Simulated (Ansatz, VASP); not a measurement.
# Bi2Br3: VASP beside Ansatz

```
CELL_PARAMETERS angstrom
4.33123 2.50064 5.51302
-4.33123 2.50064 5.51302
0.00000 -5.00128 5.51302
ATOMIC_POSITIONS crystal
Bi 0.84291 0.84291 0.84291
Bi 0.65709 0.65709 0.65709
Bi 0.15709 0.15709 0.15709
Bi 0.34291 0.34291 0.34291
Br 0.09271 0.40729 0.75000
Br 0.75000 0.09271 0.40729
Br 0.40729 0.75000 0.09271
Br 0.90729 0.59271 0.25000
Br 0.25000 0.90729 0.59271
Br 0.59271 0.25000 0.90729
```

Alike in both runs: functional PBE; k mesh 3 × 3 × 3; occupations gaussian, width 0.1 eV; no spin polarisation.

Ansatz relaxed the structure, and its values are those at the end. VASP's run is a single point on that final structure, the one shown.

|  | VASP | Ansatz |
| --- | --- | --- |
| version | VASP 6.6.1 | Ansatz 0.2.0 |
| potentials or method | VASP PAW PBE potentials, release 64 (Bi_d, Br), cutoff 520 eV | scalar-relativistic, plane waves, PAW |
| valence electrons in the cell | 102 | 102 |

VASP gave:

| Property | Result |
| --- | --- |
| gap on the k mesh at the Fermi level (eV) | none |
| pressure (GPa) | 0.0 |
| rms of the force components (eV/Å) | 0.006 |

**Question.** What did Ansatz give for the same quantities?

**Answer.** gap on the k mesh at the Fermi level (eV): none; pressure (GPa): 0.0; rms of the force components (eV/Å): 0.003.

A gap of «none» marks a metal or a gap that the smearing closes.

Neither program's run includes spin-orbit coupling.
